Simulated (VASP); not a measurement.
# Ta4C3 (R3m) in VASP: a series of runs

Ta4C3 is run at these levels: PBEsol; tasks: single point.

All numbers are computed with VASP 6.6.1; they aren't measurements. Logs are shortened: lines on timing, memory, paths and dates and some standing lists are left out, and cuts for length are marked.

**1. The cell of the first run**

It takes space group R3m (No. 160, trigonal). Conventional cell: a = 3.181 Å, b = 3.181 Å, c = 30.494 Å, α = 90.00°, β = 90.00°, γ = 120.00°. Ta (site symmetry 3m) has 6 C at 2.27 to 2.28 Å and 12 Ta at 3.11 to 3.24 Å within 3.3 Å. Ta (site symmetry 3m) has 3 C at 2.18 Å within 2.9 Å. Ta (site symmetry 3m) has 3 C at 2.21 Å within 2.9 Å. Ta (site symmetry 3m) has 6 C at 2.23 to 2.26 Å within 2.9 Å. C (site symmetry 3m) has 6 Ta at 2.21 to 2.23 Å within 2.9 Å. C (site symmetry 3m) has 6 Ta at 2.18 to 2.27 Å and 1 C at 2.70 Å within 2.9 Å. Within 3.0 Å of C (site symmetry 3m) lie 6 Ta at 2.26 to 2.28 Å and 1 C at 2.70 Å.

**2. Single point, PBEsol (strain +0.0250 x Voigt [1, 1, 0, 0, 0, 0])**

INCAR reads:

```
SYSTEM = Ta4C3
PREC = Accurate ; ENCUT = 520
EDIFF = 1E-6 ; ISMEAR = 0
SIGMA = 0.15 ; LREAL = .False.
LASPH = .True. ; NELM = 60
ALGO = Normal ; ISIF = 2
LWAVE = .False. ; LCHARG = .True.
GGA = PS ; LELF = .True.
LVHAR = .True. ; NBANDS = 37
```

KPOINTS reads:

```
regular mesh
0
Gamma
  12 12 12
  0 0 0
```

POSCAR reads:

```
Ta4C3
1.0
    1.5904276485      0.9182338310     10.1645109695
   -1.5904276485      0.9182338310     10.1645109695
    0.0000000000     -1.8364676620     10.1645109695
Ta C
4 3
Direct
    0.3733722057      0.3733722057      0.3733722057
    0.6244615989      0.6244615989      0.6244615989
    0.2096180968      0.2096180968      0.2096180968
    0.7943974385      0.7943974385      0.7943974385
    0.5025935066      0.5025935066      0.5025935066
    0.9960170748      0.9960170748      0.9960170748
    0.0845400886      0.0845400886      0.0845400886
```

Potentials or basis: VASP PAW PBE potentials, release 64 (Ta_pv, C).

Command:

```bash
cat potpaw_PBE.64/Ta_pv/POTCAR potpaw_PBE.64/C/POTCAR > POTCAR
mpirun -np 1 vasp_std > vasp.out
```

OUTCAR:

```text
SYSTEM = Ta4C3
   PREC = Accurate
   ENCUT = 520
   EDIFF = 1E-6
   ISMEAR = 0
   LREAL = .False.
   LASPH = .True.
   NELM = 60
   ISIF = 2
   GGA = PS

 ion  position               nearest neighbor table
   1  0.373  0.373  0.373-   6 2.27   6 2.27   6 2.27   7 2.28   7 2.28   7 2.28   2 3.11   2 3.11
                             2 3.11   4 3.24   4 3.24   4 3.24
   2  0.624  0.624  0.624-   6 2.18   6 2.18   6 2.18   3 3.09   3 3.09   3 3.09   1 3.11   1 3.11
                             1 3.11
   3  0.210  0.210  0.210-   5 2.21   5 2.21   5 2.21   2 3.09   2 3.09   2 3.09   4 3.10   4 3.10
                             4 3.10
   4  0.794  0.794  0.794-   5 2.23   5 2.23   5 2.23   7 2.26   7 2.26   7 2.26   3 3.10   3 3.10
                             3 3.10   1 3.24   1 3.24   1 3.24
   5  0.503  0.503  0.503-   3 2.21   3 2.21   3 2.21   4 2.23   4 2.23   4 2.23
   6  0.996  0.996  0.996-   2 2.18   2 2.18   2 2.18   1 2.27   1 2.27   1 2.27
   7  0.085  0.085  0.085-   4 2.26   4 2.26   4 2.26   1 2.28   1 2.28   1 2.28

  LATTYP: Found a trigonal (rhomboedric) cell.
 ALAT       =    10.3290801489
 COS(alpha) =     0.9525829496

  Lattice vectors:

 A1 = (   1.5904276485,   0.9182338310,  10.1645109695)
 A2 = (  -1.5904276485,   0.9182338310,  10.1645109695)
 A3 = (   0.0000000000,  -1.8364676620,  10.1645109695)

Analysis of symmetry for initial positions (statically):
=====================================================================
 Subroutine PRICEL returns:
 Original cell was already a primitive cell.

 Routine SETGRP: Setting up the symmetry group for a
 trigonal (rhombohedral) supercell.

 Subroutine GETGRP returns: Found  6 space group operations
 (whereof  6 operations were pure point group operations)
 out of a pool of 12 trial point group operations.

The static configuration has the point symmetry C_3v.

Analysis of symmetry for dynamics (positions and initial velocities):
=====================================================================
 Subroutine PRICEL returns:
 Original cell was already a primitive cell.

 Routine SETGRP: Setting up the symmetry group for a
 trigonal (rhombohedral) supercell.

 Subroutine GETGRP returns: Found  6 space group operations
 (whereof  6 operations were pure point group operations)
 out of a pool of 12 trial point group operations.

The dynamic configuration has the point symmetry C_3v.

 Subroutine INISYM returns: Found  6 space group operations
 (whereof  6 operations are pure point group operations),
 and found     1 'primitive' translations

----------------------------------------------------------------------------------------

                                     Primitive cell

  volume of cell :      89.0646

  direct lattice vectors                    reciprocal lattice vectors
     1.590427648  0.918233831 10.164510970     0.314380853  0.181507870  0.032793839
    -1.590427648  0.918233831 10.164510970    -0.314380853  0.181507870  0.032793839
     0.000000000 -1.836467662 10.164510970     0.000000000 -0.363015740  0.032793839

  length of vectors
    10.329080149 10.329080149 10.329080149     0.364493982  0.364493982  0.364493982

  position of ions in fractional coordinates (direct lattice)
     0.373372206  0.373372206  0.373372206
     0.624461599  0.624461599  0.624461599
     0.209618097  0.209618097  0.209618097
     0.794397438  0.794397438  0.794397438
     0.502593507  0.502593507  0.502593507
     0.996017075  0.996017075  0.996017075
     0.084540089  0.084540089  0.084540089

  ion indices of the primitive-cell ions
   primitive index   ion index
                 1           1
                 2           2
                 3           3
                 4           4
                 5           5
                 6           6
                 7           7

----------------------------------------------------------------------------------------

 KPOINTS: regular mesh

Automatic generation of k-mesh.
 Grid dimensions read from file:
 generate k-points for:   12   12   12

 Generating k-lattice:

  Cartesian coordinates                     Fractional coordinates (reciprocal lattice)
     0.026198404  0.015125656  0.002732820     0.083333333  0.000000000  0.000000000
    -0.026198404  0.015125656  0.002732820     0.000000000  0.083333333  0.000000000
     0.000000000 -0.030251312  0.002732820     0.000000000  0.000000000  0.083333333

  Length of vectors
     0.030374499  0.030374499  0.030374499

  Shift w.r.t. Gamma in fractional coordinates (k-lattice)
     0.000000000  0.000000000  0.000000000

 Subroutine IBZKPT returns following result:
 ===========================================

 Found    189 irreducible k-points:

 Following reciprocal coordinates:
            Coordinates               Weight
  0.000000  0.000000  0.000000      1.000000
  0.083333  0.000000 -0.000000      6.000000
  0.166667  0.000000 -0.000000      6.000000
  0.250000  0.000000  0.000000      6.000000
  0.333333  0.000000  0.000000      6.000000
  0.416667  0.000000 -0.000000      6.000000
[... 16 lines left out ...]
  0.500000  0.166667  0.000000     12.000000
 -0.416667  0.166667  0.000000     12.000000
 [... further k-points ...]
   k-points           NKPTS =    189   k-points in BZ     NKDIM =    189   number of bands    NBANDS=     37
   number of dos      NEDOS =    301   number of ions     NIONS =      7
   total plane-waves  NPLWV = 512000
   dimension x,y,z NGX =    80 NGY =   80 NGZ =   80
   dimension x,y,z NGXF=   160 NGYF=  160 NGZF=  160
   ions per type =               4   3
   NGX,Y,Z   is equivalent  to a cutoff of  12.88, 12.88, 12.88 a.u.
   NGXF,Y,Z  is equivalent  to a cutoff of  25.75, 25.75, 25.75 a.u.
 SYSTEM =  Ta4C3
   PREC   = accura    normal or accurate (medium, high low for compatibility)
   ISTART =      0    job   : 0-new  1-cont  2-samecut
   ICHARG =      2    charge: 1-file 2-atom 10-const
   ISPIN  =      1    spin polarized calculation?
   LNONCOLLINEAR =      F non collinear calculations
   LSORBIT =      F    spin-orbit coupling
   LASPH  =      T    aspherical Exc in radial PAW
   ENCUT  =  520.0 eV  38.22 Ry    6.18 a.u.  19.21 19.21 19.21*2*pi/ulx,y,z
   NELM   =     60;   NELMIN=  2; NELMDL= -5     # of ELM steps
   EDIFF  = 0.1E-05   stopping-criterion for ELM
   LREAL  =      F    real-space projection
   EDIFFG = 0.1E-04   stopping-criterion for IOM
   NSW    =      0    number of steps for IOM
   IBRION =     -1    ionic relax: 0-MD 1-quasi-New 2-CG
   NFREE  =      0    steps in history (QN), initial steepest desc. (CG)
   ISIF   =      2    stress and relaxation
   ISYM   =      2    0-nonsym 1-usesym 2-fastsym
   POTIM  = 0.5000    time-step for ionic-motion
   TEBEG  =    0.0;   TEEND  =   0.0 temperature during run
   PSTRESS=    0.0 pullay stress
   NELECT =      56.0000    total number of electrons
   NUPDOWN=      -1.0000    fix difference up-down
   EMIN   =  10.00;   EMAX   =-10.00  energy-range for DOS
   EFERMI =   0.00;   METHOD = LEGACY
   ISMEAR =     0;   SIGMA  =   0.15  broadening in eV -4-tet -1-fermi 0-gaus
   EFERMI_NEDOS =   21; number of points for ismear=-14 and -15
   IALGO  =     38    algorithm
   IMIX   =      4    mixing-type and parameters
     AMIX     =   0.40;   BMIX     =  1.00
     AMIX_MAG =   1.60;   BMIX_MAG =  1.00
  volume/ion in A,a.u.               =      12.72        85.86
  Fermi-wavevector in a.u.,A,eV,Ry     =   1.402499  2.650339 26.762702  1.967003
  Thomas-Fermi vector in A             =   2.525255
   LORBIT       =      0    0 simple, 1 ext, 2 COOP (PROOUT), +10 PAW based schemes
   GGA     = PS    functional components
   LHFCALC =     F    Hartree Fock is set to
   AEXX    =    0.0000 exact exchange contribution
   IVDW    =     0    specifies the selected vdW correction
   LEPSILON=     F    determine dielectric tensor
   LRPA    =     F    only Hartree local field effects (RPA)
 non-spin polarized calculation
 Gauss-broadening in eV      SIGMA  =   0.15
  energy-cutoff  :      520.00
  volume of cell :       89.06
 maximum number of plane-waves:      2423
 NGX is ok and might be reduce to    80
   NGX = 39   NGY = 39   NGZ = 39

 number of electron      56.0000001 magnetization

 Free energy of the ion-electron system (eV)
  ---------------------------------------------------
  ext. energy  EPLUGINS =         0.00000000
  ---------------------------------------------------
  free energy    TOTEN  =       -83.31719060 eV

  energy without entropy =      -83.29484944  energy(sigma->0) =      -83.30602002

 E-fermi :   6.8479     XC(G=0): -12.8938

 val. band max:        6.8408350745   @ k =  -0.3333   0.4167   0.0833
 cond. band min:       6.8525087843   @ k =   0.1667   0.0833   0.0000
 fundamental gap:      0.0116737098
 Fermi energy:         6.8478698214

 k-point     1 :       0.0000    0.0000    0.0000
  band No.  band energies     occupation
      1     -28.4708      2.00000
      2     -28.1648      2.00000
      3     -28.0633      2.00000
      4     -28.0633      2.00000
      5     -27.8434      2.00000
      6     -27.8434      2.00000
[... 29 lines left out ...]
     36       9.3191      0.00000
     37       9.3191      0.00000

 k-point     2 :       0.0833    0.0000   -0.0000
  band No.  band energies     occupation
      1     -28.4595      2.00000
      2     -28.1665      2.00000
      3     -28.0953      2.00000
      4     -28.0714      2.00000
      5     -27.8840      2.00000
      6     -27.8514      2.00000
[... 29 lines left out ...]
     36       9.6697      0.00000
     37       9.7753      0.00000

 k-point     3 :       0.1667    0.0000   -0.0000
  band No.  band energies     occupation
      1     -28.4289      2.00000
      2     -28.2136      2.00000
      3     -28.1406      2.00000
      4     -28.0935      2.00000
      5     -27.9735      2.00000
      6     -27.8733      2.00000
[... 29 lines left out ...]
     36       9.9975      0.00000
     37      10.0884      0.00000
[... 761 lines left out ...]
 k-point    23 :       0.5000    0.1667    0.0000
  band No.  band energies     occupation
      1     -28.5104      2.00000
      2     -28.3552      2.00000
      3     -28.2628      2.00000
      4     -28.2277      2.00000
      5     -28.1388      2.00000
      6     -28.0327      2.00000
[... 29 lines left out ...]
     36      11.0673      0.00000
     37      11.4042      0.00000

 k-point    24 :      -0.4167    0.1667    0.0000
  band No.  band energies     occupation
      1     -28.5317      2.00000
      2     -28.3626      2.00000
      3     -28.2719      2.00000
      4     -28.2345      2.00000
      5     -28.1507      2.00000
      6     -28.0397      2.00000
[... 29 lines left out ...]
     36      11.1240      0.00000
     37      11.3028      0.00000

 [... further k-points ...]
[... 5 lines left out ...]
  --------------------------------------------------------------------------------------
  -------------------------------------------------------------------------------------
  Total       -9.0393392     -9.0393392     -4.3860867      0.0000000      0.0000000     -0.0000000
  in kB     -162.6081537   -162.6081537    -78.9010613      0.0000000      0.0000000     -0.0000000
  external PRESSURE =    -134.7057895 kB  Pullay stress =       0.0000000 kB

 VOLUME and BASIS-vectors are now :
 -----------------------------------------------------------------------------
  energy-cutoff  :      520.00
  volume of cell :       89.06
      direct lattice vectors                 reciprocal lattice vectors
     1.590427648  0.918233831 10.164510970     0.314380853  0.181507870  0.032793839
    -1.590427648  0.918233831 10.164510970    -0.314380853  0.181507870  0.032793839
     0.000000000 -1.836467662 10.164510970     0.000000000 -0.363015740  0.032793839

 POSITION                                       TOTAL-FORCE (eV/Angst)
 -----------------------------------------------------------------------------------
      0.00000      0.00000     11.38544         0.000000      0.000000      0.010548
      0.00000      0.00000     19.04204         0.000000      0.000000      0.456581
      0.00000      0.00000      6.39200         0.000000      0.000000     -0.350324
      0.00000      0.00000     24.22398         0.000000      0.000000      0.078397
      0.00000      0.00000     15.32585         0.000000     -0.000000      0.007704
      0.00000      0.00000     30.37208         0.000000     -0.000000     -0.227465
      0.00000      0.00000      2.57793         0.000000      0.000000      0.024558
 -----------------------------------------------------------------------------------
    total drift:                               -0.000000     -0.000000      0.000067

  FREE ENERGIE OF THE ION-ELECTRON SYSTEM (eV)
  ---------------------------------------------------
  free  energy   TOTEN  =       -83.3171905999 eV

  energy  without entropy=      -83.2948494369  energy(sigma->0) =      -83.30602002
```

It took 76 min on 1 thread of AMD EPYC 9R45 (Zen 5), shared host; peak memory 1.2 GiB.

What came out:

```yaml
Free_energy: -83.3172 eV
Pressure: -13.5 GPa
Largest_force: 0.457 eV/Å
Band_gap_on_the_k_mesh: zero (bands 28 and 29 overlap by 0.21 eV)
```

Forces on the atoms (eV/Å):
```
Ta   0.000  0.000  0.011
Ta   0.000  0.000  0.457
Ta   0.000  0.000 -0.350
Ta   0.000  0.000  0.078
C    0.000  0.000  0.008
C    0.000  0.000 -0.227
C    0.000  0.000  0.025
```

Caveat: the cell differs from its parent crystal (strain +0.0250 x Voigt [1, 1, 0, 0, 0, 0]); the stress differs along the axes, from -16 to -8 GPa; the PAW data sets were made with another functional, which shifts forces and pressure a little; spin-orbit coupling is left out, which moves the levels of the heavy elements.

**3. Single point, PBEsol (strain +0.0750 x Voigt [1, 1, 0, 0, 0, 0])**

INCAR reads:

```
PREC = Accurate
ENCUT = 520
EDIFF = 1E-6
ISMEAR = 0
SIGMA = 0.15
LREAL = False
LASPH = True
NELM = 80
ALGO = Normal
ISIF = 2
LWAVE = False
LCHARG = False
GGA = PS
NBANDS = 37
```

KPOINTS reads:

```
regular mesh
0
Gamma
  12 12 12
```

POSCAR: that of step 2 with these lines changed.

```diff
@@ -2,5 +2,5 @@
 1.0
-    1.5904276485      0.9182338310     10.1645109695
-   -1.5904276485      0.9182338310     10.1645109695
-    0.0000000000     -1.8364676620     10.1645109695
+    1.6680094851      0.9630257252     10.1645109695
+   -1.6680094851      0.9630257252     10.1645109695
+    0.0000000000     -1.9260514504     10.1645109695
 Ta C
```

Potentials or basis: VASP PAW PBE potentials, release 64 (Ta_pv, C).

Command:

```bash
cat potpaw_PBE.64/Ta_pv/POTCAR potpaw_PBE.64/C/POTCAR > POTCAR
mpirun -np 1 vasp_std > vasp.out
```

It took 81 min on 1 thread of AMD EPYC 9R45 (Zen 5), shared host; peak memory 1.2 GiB.

Results (log left out):

```
Free energy            : -81.7194 eV
Pressure               : -32.9 GPa
Largest force          : 1.189 eV/Å
Band gap on the k mesh : zero (bands 28 and 29 overlap by 0.17 eV)
```

Forces on the atoms (eV/Å):
```
Ta   0.000  0.000  0.138
Ta   0.000  0.000  1.189
Ta   0.000  0.000 -1.047
Ta   0.000  0.000  0.100
C    0.000  0.000  0.136
C    0.000  0.000 -0.558
C    0.000  0.000  0.042
```

Stress tensor (GPa, compression positive):
```
-39.03   0.00   0.00
  0.00 -39.03   0.00
  0.00   0.00 -20.74
```

Levels at points of the mesh, in eV from the Fermi level:
| k point | band 24 | band 25 | band 26 | band 27 | band 28 | band 29 | band 30 | band 31 | band 32 | band 33 |
| --- | --- | --- | --- | --- | --- | --- | --- | --- | --- | --- |
| (0.00, 0.00, 0.00) | -2.39 | -1.95 | -0.59 | -0.59 | -0.12 | 0.49 | 0.49 | 1.10 | 1.10 | 1.32 |
| (0.50, 0.00, 0.00) | -2.87 | -2.31 | -1.77 | -0.54 | -0.18 | 1.57 | 1.78 | 2.33 | 2.56 | 2.68 |
| (0.50, 0.50, 0.00) | -3.13 | -2.44 | -1.73 | -0.60 | 0.07 | 1.18 | 1.77 | 2.42 | 2.71 | 2.75 |
| (0.50, 0.50, 0.50) | -2.29 | -0.94 | -0.66 | -0.52 | -0.52 | 0.28 | 0.28 | 0.60 | 0.60 | 1.37 |

Caveat: the cell differs from its parent crystal (strain +0.0750 x Voigt [1, 1, 0, 0, 0, 0]); the stress differs along the axes, from -39 to -21 GPa; the PAW data sets were made with another functional, which shifts forces and pressure a little; spin-orbit coupling is left out, which moves the levels of the heavy elements.
